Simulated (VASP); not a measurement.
# HfNiP2 (P6/mmm) in VASP: further runs

Runs on HfNiP2. Level: PBE. Tasks: single point, relaxation of cell and atoms.

Everything below comes from runs of VASP 6.6.1. Logs are shortened: lines on timing, memory, paths and dates and some standing lists are left out, and cuts for length are marked.

## Step 1: The cell of the first run

It takes space group P6/mmm (No. 191, hexagonal). The conventional cell has a = 2.949 Å, b = 2.949 Å, c = 9.321 Å, α = 90.00°, β = 90.00°, γ = 120.00°. Hf (site symmetry 6/mmm) has 2 P at 2.54 Å and 6 Hf at 2.95 Å within 3.3 Å. Within 2.8 Å of Ni (site symmetry 6/mmm) lie 2 P at 2.12 Å. P (site symmetry 6mm) has 1 Ni at 2.12 Å and 1 Hf at 2.54 Å within 2.8 Å.

## Step 2: Single point, PBE, collinear spin, ferromagnetic start

INCAR reads:

```
PREC = Accurate ; ENCUT = 520
EDIFF = 1E-7 ; ISMEAR = 0
SIGMA = 0.1 ; LREAL = False
LASPH = True ; NELM = 150
ALGO = Normal ; ISIF = 2
LWAVE = False ; LCHARG = True
ISPIN = 2 ; MAGMOM = 0 2 0 0
LORBIT = 11 ; LMAXMIX = 4
GGA = PE ; LELF = True
LVHAR = True ; NBANDS = 27
```

KPOINTS reads:

```
regular mesh
0
Gamma
  6 6 4
```

POSCAR reads:

```
HfNiP2
1.0
    2.9492585497      0.0000000022      0.0000000000
   -1.4746292768      2.5541328253      0.0000000000
    0.0000000000      0.0000000000      9.3208577019
Hf Ni P
1 1 2
Direct
    0.0000000000      0.0000000000      0.0000000000
    0.0000000000      0.0000000000      0.5000000000
    0.0000000000      0.0000000000      0.7277904263
    0.0000000000      0.0000000000      0.2722095737
```

Potentials or basis: VASP PAW PBE potentials, release 64 (Hf_pv, Ni, P).

Started as:

```
$ cat potpaw_PBE.64/Hf_pv/POTCAR potpaw_PBE.64/Ni/POTCAR potpaw_PBE.64/P/POTCAR > POTCAR
$ mpirun -np 1 vasp_std > vasp.out
```

OUTCAR:

```text
PREC = Accurate
   ENCUT = 520
   EDIFF = 1E-7
   ISMEAR = 0
   LREAL = False
   LASPH = True
   NELM = 150
   ISIF = 2
   ISPIN = 2
   LORBIT = 11
   GGA = PE

 ion  position               nearest neighbor table
   1  0.000  0.000  0.000-   3 2.54   4 2.54
   2  0.000  0.000  0.500-   3 2.12   4 2.12
   3  0.000  0.000  0.728-   2 2.12   1 2.54
   4  0.000  0.000  0.272-   2 2.12   1 2.54

  LATTYP: Found a hexagonal cell.
 ALAT       =     2.9492585497
 C/A-ratio  =     3.1604071141

  Lattice vectors:

 A1 = (   2.9492585497,   0.0000000022,   0.0000000000)
 A2 = (  -1.4746292768,   2.5541328253,   0.0000000000)
 A3 = (   0.0000000000,   0.0000000000,   9.3208577019)

Analysis of symmetry for initial positions (statically):
=====================================================================
 Subroutine PRICEL returns:
 Original cell was already a primitive cell.

 Routine SETGRP: Setting up the symmetry group for a
 hexagonal supercell.

 Subroutine GETGRP returns: Found 24 space group operations
 (whereof 24 operations were pure point group operations)
 out of a pool of 24 trial point group operations.

The static configuration has the point symmetry D_6h.

Analysis of symmetry for dynamics (positions and initial velocities):
=====================================================================
 Subroutine PRICEL returns:
 Original cell was already a primitive cell.

 Routine SETGRP: Setting up the symmetry group for a
 hexagonal supercell.

 Subroutine GETGRP returns: Found 24 space group operations
 (whereof 24 operations were pure point group operations)
 out of a pool of 24 trial point group operations.

The dynamic configuration has the point symmetry D_6h.

Analysis of structural, dynamic, and magnetic symmetry:
=====================================================================
 Subroutine PRICEL returns:
 Original cell was already a primitive cell.

 Routine SETGRP: Setting up the symmetry group for a
 hexagonal supercell.

 Subroutine GETGRP returns: Found 24 space group operations
 (whereof 24 operations were pure point group operations)
 out of a pool of 24 trial point group operations.

The overall configuration has the point symmetry D_6h.

 Subroutine INISYM returns: Found 24 space group operations
 (whereof 24 operations are pure point group operations),
 and found     1 'primitive' translations

----------------------------------------------------------------------------------------

                                     Primitive cell

  volume of cell :      70.2121

  direct lattice vectors                    reciprocal lattice vectors
     2.949258550  0.000000002  0.000000000     0.339068272  0.195761158  0.000000000
    -1.474629277  2.554132825  0.000000000    -0.000000000  0.391522316  0.000000000
     0.000000000  0.000000000  9.320857702     0.000000000  0.000000000  0.107286264

  length of vectors
     2.949258550  2.949258550  9.320857702     0.391522316  0.391522316  0.107286264

  position of ions in fractional coordinates (direct lattice)
     0.000000000  0.000000000  0.000000000
     0.000000000  0.000000000  0.500000000
     0.000000000  0.000000000  0.727790426
     0.000000000  0.000000000  0.272209574

  ion indices of the primitive-cell ions
   primitive index   ion index
                 1           1
                 2           2
                 3           3
                 4           4

----------------------------------------------------------------------------------------

 KPOINTS: regular mesh

Automatic generation of k-mesh.
 Grid dimensions read from file:
 generate k-points for:    6    6    4

 Generating k-lattice:

  Cartesian coordinates                     Fractional coordinates (reciprocal lattice)
     0.056511379  0.032626860  0.000000000     0.166666667 -0.000000000  0.000000000
    -0.000000000  0.065253719  0.000000000    -0.000000000  0.166666667  0.000000000
     0.000000000  0.000000000  0.026821566     0.000000000  0.000000000  0.250000000

  Length of vectors
     0.065253719  0.065253719  0.026821566

  Shift w.r.t. Gamma in fractional coordinates (k-lattice)
     0.000000000  0.000000000  0.000000000

 Subroutine IBZKPT returns following result:
 ===========================================

 Found     21 irreducible k-points:

 Following reciprocal coordinates:
            Coordinates               Weight
  0.000000  0.000000  0.000000      1.000000
  0.166667  0.000000  0.000000      6.000000
  0.333333 -0.000000  0.000000      6.000000
  0.500000  0.000000  0.000000      3.000000
  0.166667  0.166667  0.000000      6.000000
  0.333333  0.166667  0.000000     12.000000
[... 13 lines left out ...]
  0.333333  0.166667  0.500000     12.000000
  0.333333  0.333333  0.500000      2.000000
   k-points           NKPTS =     21   k-points in BZ     NKDIM =     21   number of bands    NBANDS=     27
   number of dos      NEDOS =    301   number of ions     NIONS =      4
   total plane-waves  NPLWV =  40320
   dimension x,y,z NGX =    24 NGY =   24 NGZ =   70
   dimension x,y,z NGXF=    48 NGYF=   48 NGZF=  140
   ions per type =               1   1   2
   NGX,Y,Z   is equivalent  to a cutoff of  13.53, 13.53, 12.49 a.u.
   NGXF,Y,Z  is equivalent  to a cutoff of  27.06, 27.06, 24.97 a.u.
 SYSTEM =  unknown system
   PREC   = accura    normal or accurate (medium, high low for compatibility)
   ISTART =      0    job   : 0-new  1-cont  2-samecut
   ICHARG =      2    charge: 1-file 2-atom 10-const
   ISPIN  =      2    spin polarized calculation?
   LNONCOLLINEAR =      F non collinear calculations
   LSORBIT =      F    spin-orbit coupling
   LASPH  =      T    aspherical Exc in radial PAW
   ENCUT  =  520.0 eV  38.22 Ry    6.18 a.u.   5.48  5.48 17.33*2*pi/ulx,y,z
   NELM   =    150;   NELMIN=  2; NELMDL= -5     # of ELM steps
   EDIFF  = 0.1E-06   stopping-criterion for ELM
   LREAL  =      F    real-space projection
   EDIFFG = 0.1E-05   stopping-criterion for IOM
   NSW    =      0    number of steps for IOM
   IBRION =     -1    ionic relax: 0-MD 1-quasi-New 2-CG
   NFREE  =      0    steps in history (QN), initial steepest desc. (CG)
   ISIF   =      2    stress and relaxation
   ISYM   =      2    0-nonsym 1-usesym 2-fastsym
   POTIM  = 0.5000    time-step for ionic-motion
   TEBEG  =    0.0;   TEEND  =   0.0 temperature during run
   PSTRESS=    0.0 pullay stress
   NELECT =      30.0000    total number of electrons
   NUPDOWN=      -1.0000    fix difference up-down
   EMIN   =  10.00;   EMAX   =-10.00  energy-range for DOS
   EFERMI =   0.00;   METHOD = LEGACY
   ISMEAR =     0;   SIGMA  =   0.10  broadening in eV -4-tet -1-fermi 0-gaus
   EFERMI_NEDOS =   21; number of points for ismear=-14 and -15
   IALGO  =     38    algorithm
   IMIX   =      4    mixing-type and parameters
     AMIX     =   0.40;   BMIX     =  1.00
     AMIX_MAG =   1.60;   BMIX_MAG =  1.00
  volume/ion in A,a.u.               =      17.55       118.45
  Fermi-wavevector in a.u.,A,eV,Ry     =   1.233042  2.330111 20.686195  1.520392
  Thomas-Fermi vector in A             =   2.367788
   LORBIT       =     11    0 simple, 1 ext, 2 COOP (PROOUT), +10 PAW based schemes
   GGA     = PE    functional components
   LHFCALC =     F    Hartree Fock is set to
   AEXX    =    0.0000 exact exchange contribution
   IVDW    =     0    specifies the selected vdW correction
   LEPSILON=     F    determine dielectric tensor
   LRPA    =     F    only Hartree local field effects (RPA)
 spin polarized calculation
 Gauss-broadening in eV      SIGMA  =   0.10
  energy-cutoff  :      520.00
  volume of cell :       70.21
 maximum number of plane-waves:      1937
 NGX is ok and might be reduce to    24
   NGX = 11   NGY = 11   NGZ = 35

 number of electron      29.9999996 magnetization       0.0040983

 number of electron      29.9999996 magnetization      -0.0002460

 Free energy of the ion-electron system (eV)
  ---------------------------------------------------
  ext. energy  EPLUGINS =         0.00000000
  ---------------------------------------------------
  free energy    TOTEN  =       -24.75020993 eV

  energy without entropy =      -24.73598365  energy(sigma->0) =      -24.74309679

 E-fermi :   6.2217     XC(G=0): -11.0260

 val. band max:        6.1866022532   @ k =   0.1667   0.1667   0.2500
 cond. band min:       6.2714764569   @ k =   0.1667   0.1667   0.5000
 fundamental gap:      0.0848742037
 Fermi energy:         6.2217383298

 spin component 1

 k-point     1 :       0.0000    0.0000    0.0000
  band No.  band energies     occupation
      1     -24.2528      1.00000
      2     -23.5340      1.00000
      3     -23.5340      1.00000
      4      -6.6747      1.00000
      5      -6.0550      1.00000
      6      -0.7444      1.00000
[... 19 lines left out ...]
     26      17.5583      0.00000
     27      17.5583      0.00000

 k-point     2 :       0.1667    0.0000    0.0000
  band No.  band energies     occupation
      1     -24.2058      1.00000
      2     -23.8482      1.00000
      3     -23.6041      1.00000
      4      -6.1325      1.00000
      5      -5.5289      1.00000
      6      -0.1082      1.00000
[... 19 lines left out ...]
     26      16.0391      0.00000
     27      17.1686      0.00000

 k-point     3 :       0.3333   -0.0000    0.0000
  band No.  band energies     occupation
      1     -24.4365      1.00000
      2     -24.1104      1.00000
      3     -23.7415      1.00000
      4      -4.6470      1.00000
      5      -4.0385      1.00000
      6       1.2309      1.00000
[... 503 lines left out ...]
  band No.  band energies     occupation
      1     -24.5687      1.00000
      2     -24.0623      1.00000
      3     -23.9723      1.00000
      4      -3.2304      1.00000
      5      -3.1180      1.00000
      6       1.5788      1.00000
[... 19 lines left out ...]
     26      15.8022      0.00000
     27      16.3358      0.00000

 k-point    21 :       0.3333    0.3333    0.5000
  band No.  band energies     occupation
      1     -24.3656      1.00000
      2     -24.3656      1.00000
      3     -24.0382      1.00000
      4      -2.4191      1.00000
      5      -2.2681      1.00000
      6       2.2821      1.00000
[... 19 lines left out ...]
     26      15.3396      0.00000
     27      15.4606      0.00000
 Fermi energy:         6.2217383298

 spin component 2

 k-point     1 :       0.0000    0.0000    0.0000
  band No.  band energies     occupation
      1     -24.2528      1.00000
      2     -23.5340      1.00000
      3     -23.5340      1.00000
      4      -6.6747      1.00000
      5      -6.0550      1.00000
      6      -0.7444      1.00000
[... 19 lines left out ...]
     26      17.5582      0.00000
     27      17.5582      0.00000

 k-point     2 :       0.1667    0.0000    0.0000
  band No.  band energies     occupation
      1     -24.2058      1.00000
      2     -23.8482      1.00000
      3     -23.6041      1.00000
      4      -6.1325      1.00000
      5      -5.5290      1.00000
      6      -0.1082      1.00000
[... 19 lines left out ...]
     26      16.0390      0.00000
     27      17.1685      0.00000

 k-point     3 :       0.3333   -0.0000    0.0000
  band No.  band energies     occupation
      1     -24.4365      1.00000
      2     -24.1104      1.00000
      3     -23.7415      1.00000
      4      -4.6471      1.00000
      5      -4.0385      1.00000
      6       1.2308      1.00000
[... 504 lines left out ...]
      1     -24.5687      1.00000
      2     -24.0623      1.00000
      3     -23.9723      1.00000
      4      -3.2304      1.00000
      5      -3.1180      1.00000
      6       1.5787      1.00000
[... 19 lines left out ...]
     26      15.8022      0.00000
     27      16.3157      0.00000

 k-point    21 :       0.3333    0.3333    0.5000
  band No.  band energies     occupation
      1     -24.3656      1.00000
      2     -24.3656      1.00000
      3     -24.0381      1.00000
      4      -2.4191      1.00000
      5      -2.2681      1.00000
      6       2.2820      1.00000
[... 19 lines left out ...]
     26      15.3396      0.00000
     27      15.4606      0.00000

------------------------ aborting loop because EDIFF is reached ----------------------------------------

  FORCE on cell =-STRESS in cart. coord.  units (eV):
  Direction    XX          YY          ZZ          XY          YZ          ZX
  --------------------------------------------------------------------------------------
  -------------------------------------------------------------------------------------
  Total       -0.0629162     -0.0629162      0.0803790      0.0000000      0.0000000      0.0000000
  in kB       -1.4356907     -1.4356907      1.8341752      0.0000000      0.0000000      0.0000000
  external PRESSURE =      -0.3457354 kB  Pullay stress =       0.0000000 kB

 VOLUME and BASIS-vectors are now :
 -----------------------------------------------------------------------------
  energy-cutoff  :      520.00
  volume of cell :       70.21
      direct lattice vectors                 reciprocal lattice vectors
     2.949258550  0.000000002  0.000000000     0.339068272  0.195761158  0.000000000
    -1.474629277  2.554132825  0.000000000    -0.000000000  0.391522316  0.000000000
     0.000000000  0.000000000  9.320857702     0.000000000  0.000000000  0.107286264

 POSITION                                       TOTAL-FORCE (eV/Angst)
 -----------------------------------------------------------------------------------
      0.00000      0.00000      0.00000         0.000000      0.000000      0.000000
      0.00000      0.00000      4.66043         0.000000      0.000000      0.000000
      0.00000      0.00000      6.78363        -0.000000     -0.000000      0.013091
      0.00000      0.00000      2.53723        -0.000000      0.000000     -0.013091
 -----------------------------------------------------------------------------------
    total drift:                                0.000000      0.000000      0.000000

  FREE ENERGIE OF THE ION-ELECTRON SYSTEM (eV)
  ---------------------------------------------------
  free  energy   TOTEN  =       -24.7502099294 eV

  energy  without entropy=      -24.7359836543  energy(sigma->0) =      -24.74309679

 total charge

# of ion       s       p       d       tot
------------------------------------------
    1        0.418   6.370   1.769   8.557
    2        0.424   0.430   8.405   9.260
    3        1.119   1.292   0.000   2.410
    4        1.119   1.292   0.000   2.410
--------------------------------------------------
tot          3.079   9.384  10.174  22.637

 magnetization (x)

# of ion       s       p       d       tot
------------------------------------------
    1       -0.000   0.000   0.000   0.000
    2       -0.000   0.000  -0.000  -0.000
    3       -0.000  -0.000   0.000  -0.000
    4       -0.000  -0.000   0.000  -0.000
--------------------------------------------------
tot         -0.000  -0.000  -0.000  -0.000
```

Run time: 3.7 min. Hardware: 1 thread of Intel Xeon Platinum 8375C at 2.90GHz (Ice Lake), shared host; peak memory 0.27 GiB.

Results:

| Property | Result |
| --- | --- |
| Free energy | -24.7502 eV |
| Pressure | 0.0 GPa |
| Largest force | 0.013 eV/Å |
| Band gap on the k mesh | zero (filled and empty bands overlap) |
| Net moment | 0.00 μB per cell |
| Valence electrons inside the program's atomic spheres | Hf 8.56; Ni 9.26; P 2.41 |

Forces on the atoms (eV/Å):
```
Hf   0.000  0.000  0.000
Ni   0.000  0.000  0.000
P    0.000  0.000  0.013
P    0.000  0.000 -0.013
```

Stress tensor (GPa, compression positive):
```
-0.14  0.00  0.00
 0.00 -0.14  0.00
 0.00  0.00  0.18
```

Caveat: the k points lie up to 0.41 Å⁻¹ apart; the starting moments collapsed, and a magnetic state may lie lower; spin-orbit coupling is left out, which moves the levels of the heavy elements.

## Step 3: Single point, PBE

INCAR reads:

```
ALGO = Normal ; EDIFF = 1E-6
ENCUT = 520 ; GGA = PE
ISIF = 2 ; ISMEAR = 0
LASPH = T ; LCHARG = T
LELF = T ; LREAL = F
LVHAR = T ; LWAVE = F
NBANDS = 23 ; NELM = 100
PREC = Accurate ; SIGMA = 0.1
```

KPOINTS reads:

```
k-points
0
Gamma
  18 18 6
```

POSCAR reads:

```
HfNiP2
1.0
    2.9438744905      0.0000000000      0.0000000000
   -1.4719372453      2.5494700944      0.0000000000
    0.0000000000      0.0000000000      9.3372554551
Hf Ni P
1 1 2
Direct
    0.0000000000      0.0000000000      0.0000000000
    0.0000000000      0.0000000000      0.5000000000
    0.0000000000      0.0000000000      0.7273051437
    0.0000000000      0.0000000000      0.2726948563
```

Potentials or basis: VASP PAW PBE potentials, release 64 (Hf_pv, Ni, P).

Started as:

```
$ cat potpaw_PBE.64/Hf_pv/POTCAR potpaw_PBE.64/Ni/POTCAR potpaw_PBE.64/P/POTCAR > POTCAR
$ mpirun -np 1 vasp_std > vasp.out
```

OUTCAR:

```text
EDIFF = 1E-6
   ENCUT = 520
   GGA = PE
   ISIF = 2
   ISMEAR = 0
   LASPH = T
   LREAL = F
   NELM = 100
   PREC = Accurate

 ion  position               nearest neighbor table
   1  0.000  0.000  0.000-   3 2.55   4 2.55
   2  0.000  0.000  0.500-   3 2.12   4 2.12
   3  0.000  0.000  0.727-   2 2.12   1 2.55
   4  0.000  0.000  0.273-   2 2.12   1 2.55

  LATTYP: Found a hexagonal cell.
[... 822 lines left out ...]

  FORCE on cell =-STRESS in cart. coord.  units (eV):
  Direction    XX          YY          ZZ          XY          YZ          ZX
  --------------------------------------------------------------------------------------
  -------------------------------------------------------------------------------------
  Total       -0.0232676     -0.0232676      0.1450971      0.0000000     -0.0000000      0.0000000
  in kB       -0.5319526     -0.5319526      3.3172706      0.0000000     -0.0000000      0.0000000
  external PRESSURE =       0.7511218 kB  Pullay stress =       0.0000000 kB

 VOLUME and BASIS-vectors are now :
 -----------------------------------------------------------------------------
  energy-cutoff  :      520.00
  volume of cell :       70.08
      direct lattice vectors                 reciprocal lattice vectors
     2.943874490  0.000000000  0.000000000     0.339688395  0.196119186  0.000000000
    -1.471937245  2.549470094  0.000000000     0.000000000  0.392238372  0.000000000
     0.000000000  0.000000000  9.337255455     0.000000000  0.000000000  0.107097852

 POSITION                                       TOTAL-FORCE (eV/Angst)
 -----------------------------------------------------------------------------------
      0.00000      0.00000      0.00000        -0.000000     -0.000000      0.000000
      0.00000      0.00000      4.66863        -0.000000     -0.000000      0.000000
      0.00000      0.00000      6.79103         0.000000     -0.000000      0.016660
      0.00000      0.00000      2.54622         0.000000      0.000000     -0.016660
 -----------------------------------------------------------------------------------
    total drift:                                0.000000      0.000000      0.000000

  FREE ENERGIE OF THE ION-ELECTRON SYSTEM (eV)
  ---------------------------------------------------
  free  energy   TOTEN  =       -24.7103214017 eV

  energy  without entropy=      -24.6970654194  energy(sigma->0) =      -24.70369341
```

Wall time 7.8 min (1 thread of Intel Xeon Platinum 8259CL at 2.50GHz (Skylake/Cascade Lake), shared host); peak memory 0.38 GiB.

What came out:

| Property | Result |
| --- | --- |
| Free energy | -24.7103 eV |
| Pressure | 0.1 GPa |
| Largest force | 0.017 eV/Å |
| Band gap on the k mesh | zero (band 15 reaches 8.40 eV, above the bottom of band 16 at 5.92 eV) |

Forces in eV/Å, atoms in the order of the input:
```
Hf   0.000  0.000  0.000
Ni   0.000  0.000  0.000
P    0.000  0.000  0.017
P    0.000  0.000 -0.017
```

Caveat: spin-orbit coupling is left out, which moves the levels of the heavy elements. Spin polarisation is off, so any magnetic state and its effect on volume and gap are missing.

[end of part 1 of 2]
